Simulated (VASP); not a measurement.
Input of a VASP 6.6.1 run:

Contents of INCAR:

```
PREC = Accurate ; ENCUT = 600
EDIFF = 1E-7 ; ISMEAR = 0
SIGMA = 0.1 ; LREAL = F
LASPH = T ; NELM = 60
ALGO = Fast ; ISIF = 3
LWAVE = F ; LCHARG = F
GGA = PS ; IBRION = 2
NSW = 70 ; EDIFFG = -0.008
PSTRESS = 40.0
```

The input KPOINTS:

```
regular mesh
0
Gamma
  18 18 10
```

Contents of POSCAR:

```
Rh
1.0
    2.6768043956      0.0000000000      0.0000000000
   -1.3384021978      2.3181806075      0.0000000000
    0.0000000000      0.0000000000      4.3098925747
Rh
2
Direct
    0.6666666667      0.3333333333      0.7500000000
    0.3333333333      0.6666666667      0.2500000000
```

Potentials or basis: VASP PAW PBE potentials, release 64 (Rh_pv).

Launch:

```sh
$ cat potpaw_PBE.64/Rh_pv/POTCAR > POTCAR
$ mpirun -np 1 vasp_std > vasp.out
```

Problem. What does it give for the relaxed volume?

Solution. 13.36 Å³/atom.

Problem. Estimate the space group after relaxing (to 0.1 Å).

Solution. P6_3/mmc (No. 194).

Final structure:
```xyz
2
Lattice="2.6760 0.0000 0.0000 -1.3380 2.3175 0.0000 0.0000 0.0000 4.3098" Properties=species:S:1:pos:R:3 pbc="T T T"
Rh    1.3380    0.7725    3.2324
Rh    0.0000    1.5450    1.0775
```

Caveat: the cell is relaxed towards a set pressure, so the run minimises the enthalpy, not the energy; the PAW data sets were made with another functional, which shifts forces and pressure a little.
